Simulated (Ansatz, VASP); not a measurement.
Al12HO in VASP and in Ansatz

INCAR

```
ALGO = Normal
DIPOL = 0.5 0.5 0.290
EDIFF = 1E-6
ENCUT = 520
GGA = PE
IDIPOL = 3
ISIF = 2
ISMEAR = 0
ISPIN = 2
LASPH = True
LCHARG = False
LDIPOL = True
LORBIT = 11
LREAL = False
LWAVE = False
MAGMOM = 0 0 0 0 0 0 0 0 0 0 0 0 1 0
NBANDS = 38
NELM = 150
PREC = Accurate
SIGMA = 0.1
```

Contents of KPOINTS:

```
k-points
0
Gamma
  5 5 1
```

Contents of POSCAR:

```
Al12HO
1.0
    5.7143028096      0.0000000000      0.0000000000
    0.0000000000      5.7143028096      0.0000000000
    0.0000000000      0.0000000000     22.1750227687
Al O H
12 1 1
Direct
    0.2500000000      0.2500000000      0.1803831293
    0.2500000000      0.7500000000      0.1803831293
    0.7500000000      0.2500000000      0.1803831293
    0.7500000000      0.7500000000      0.1803831293
    0.0000000000      0.0000000000      0.2744094920
    0.0000000000      0.5000000000      0.2744094920
    0.5000000000      0.0000000000      0.2744094920
    0.5000000000      0.5000000000      0.2744094920
    0.2500000000      0.2500000000      0.3686590473
    0.2500000000      0.7500000000      0.3686590473
    0.7500000000      0.2500000000      0.3686590473
    0.7500000000      0.7500000000      0.3686590473
    0.5000000000      0.5000000000      0.3659533004
    0.5874997382      0.5874997382      0.3978408339
```

Input for Ansatz:

```yaml
crystal:
  lattice:
    - [5.7143028096, 0.0, 0.0]
    - [0.0, 5.7143028096, 0.0]
    - [0.0, 0.0, 22.1750227687]
  atoms:
    - { symbol: Al, position: [0.25, 0.25, 0.1803831293] }
    - { symbol: Al, position: [0.25, 0.75, 0.1803831293] }
    - { symbol: Al, position: [0.75, 0.25, 0.1803831293] }
    - { symbol: Al, position: [0.75, 0.75, 0.1803831293] }
    - { symbol: Al, position: [0.0, 0.0, 0.274409492] }
    - { symbol: Al, position: [0.0, 0.5, 0.274409492] }
    - { symbol: Al, position: [0.5, 0.0, 0.274409492] }
    - { symbol: Al, position: [0.5, 0.5, 0.274409492] }
    - { symbol: Al, position: [0.25, 0.25, 0.3686590473] }
    - { symbol: Al, position: [0.25, 0.75, 0.3686590473] }
    - { symbol: Al, position: [0.75, 0.25, 0.3686590473] }
    - { symbol: Al, position: [0.75, 0.75, 0.3686590473] }
    - { symbol: O, position: [0.5, 0.5, 0.3659533004], spin: 1.0 }
    - { symbol: H, position: [0.5874997382, 0.5874997382, 0.3978408339] }
basis:
  ecutwfc: 420
kpoints:
  mp_grid: { grid: [5, 5, 1] }
hamiltonian:
  xc: pbe
scf:
  occupations: { method: gaussian, width: 0.1 }
output:
  forces: true
  eigenvalues: true
  populations: true
magnetization:
  spin_polarized: true
efield:
  axis: 3
  dipole_correction: true
  ramp_width: 0.04
```

Alike in both runs: task single point; functional PBE; k mesh 5 × 5 × 1; occupations gaussian, width 0.1 eV; collinear spin.

|  | VASP | Ansatz |
| --- | --- | --- |
| version | VASP 6.6.1 | Ansatz 0.2.0 |
| potentials or method | VASP PAW PBE potentials, release 64 (Al, O, H), cutoff 520 eV | scalar-relativistic, plane waves, PAW |
| valence electrons in the cell | 43 | 43 |

Ansatz gave:

* gap on the k mesh at the Fermi level (eV): none
* rms of the force components (eV/Å): 1.583
* net moment per atom (μB): 0.00

Problem. What did VASP give for the same quantities?

Solution. gap on the k mesh at the Fermi level (eV): none; rms of the force components (eV/Å): 1.594; net moment per atom (μB): 0.00.

Atom by atom the forces differ by 0.033 eV/Å (rms over components). A gap of «none» marks a metal or a gap that the smearing closes. The functional is the same, so the differences come from potentials, cutoffs and numerics. Ansatz's warnings: seeded moment not kept.
